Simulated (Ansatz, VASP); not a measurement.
# One calculation of AlIn2B2As, two programs

```
Al In B As
1.0
     4.37149   -3.74254    0.08536
     4.37149    3.74254    0.08536
    -2.30475    0.00000    3.53139
Al In B As
1 2 2 1
Direct
  0.95891 0.95891 0.19783
  0.89419 0.41328 0.89105
  0.41328 0.89419 0.89105
  0.76335 0.76335 0.34981
  0.98126 0.98126 0.73134
  0.50893 0.50893 0.27430
```

Alike in both runs: functional PBE; k mesh 3 × 3 × 4; occupations gaussian, width 0.2 eV; no spin polarisation.

Ansatz relaxed the structure, and its values are those at the end. VASP's run is a single point on that final structure, the one shown.

|  | VASP | Ansatz |
| --- | --- | --- |
| version | VASP 6.6.1 | Ansatz 0.2.0 |
| potentials or method | VASP PAW PBE potentials, release 64 (Al, In_d, B, As), cutoff 520 eV | scalar-relativistic, plane waves, PAW |
| valence electrons in the cell | 40 | 50 |

VASP gave:

| Property | Result |
| --- | --- |
| gap on the k mesh at the Fermi level (eV) | none |
| pressure (GPa) | 0.2 |
| rms of the force components (eV/Å) | 0.032 |

Task: Which values does Ansatz return?

Result: gap on the k mesh at the Fermi level (eV): none; pressure (GPa): 0.2; rms of the force components (eV/Å): 0.023.

A gap of «none» marks a metal or a gap that the smearing closes. The functional is the same, so the differences come from potentials, cutoffs and numerics. VASP's potentials hold 40 valence electrons a cell and Ansatz's 50, so a difference there can come from the potentials and not from the codes.

The k mesh is coarse, so the values compare programs but aren't converged.
